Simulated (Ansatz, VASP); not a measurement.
**One calculation of WC, two programs**

File INCAR:

```
SYSTEM = WC
PREC = Accurate
ENCUT = 520
EDIFF = 1E-6
ISMEAR = 0
SIGMA = 0.15
LREAL = .False.
LASPH = .True.
NELM = 80
ALGO = Normal
ISIF = 2
LWAVE = .False.
LCHARG = .True.
GGA = PE
LELF = .True.
LVHAR = .True.
NBANDS = 16
```

File KPOINTS:

```
regular mesh
0
Gamma
  18 18 16
  0 0 0
```

Contents of POSCAR:

```
WC
1.0
    2.9005014360      0.0000000000      0.0000000000
   -1.4502507180      2.5119079273      0.0000000000
    0.0000000000      0.0000000000      2.8290000000
W C
1 1
Direct
   -0.0742871736     -0.0796207527      0.0000000000
    0.6666666667      0.3333333333      0.5000000000
```

Input for Ansatz:

```yaml
crystal:
  lattice:
    - [2.900501436, 0.0, 0.0]
    - [-1.450250718, 2.5119079273, 0.0]
    - [0.0, 0.0, 2.829]
  atoms:
    - { symbol: W, position: [-0.0742871736, -0.0796207527, 0.0] }
    - { symbol: C, position: [0.6666666667, 0.3333333333, 0.5] }
basis:
  ecutwfc: 420
kpoints:
  mp_grid: { grid: [18, 18, 16] }
hamiltonian:
  xc: pbe
scf:
  occupations: { method: gaussian, width: 0.15 }
output:
  forces: true
  stress: true
  eigenvalues: true
  write_density: true
  write_potential: true
  elf: true
  volumetric_format: npy
```

Alike in both runs: task single point; functional PBE; k mesh 18 × 18 × 16; occupations gaussian, width 0.15 eV; no spin polarisation.

|  | VASP | Ansatz |
| --- | --- | --- |
| version | VASP 6.6.1 | Ansatz 0.2.0 |
| potentials or method | VASP PAW PBE potentials, release 64 (W_sv, C), cutoff 520 eV | scalar-relativistic, plane waves, PAW |
| valence electrons in the cell | 18 | 18 |

Ansatz gave:

* gap on the k mesh at the Fermi level (eV): none
* pressure (GPa): 16.4
* traceless stress, the component that is largest in VASP (GPa): -11.27
* rms of the force components (eV/Å): 2.078

Task: Which values does VASP return?

Result: gap on the k mesh at the Fermi level (eV): none; pressure (GPa): 17.6; traceless stress, the component that is largest in VASP (GPa): -11.60; rms of the force components (eV/Å): 2.089.

Atom by atom the forces differ by 0.011 eV/Å (rms over components). A gap of «none» marks a metal or a gap that the smearing closes.

Spin-orbit coupling is off throughout.
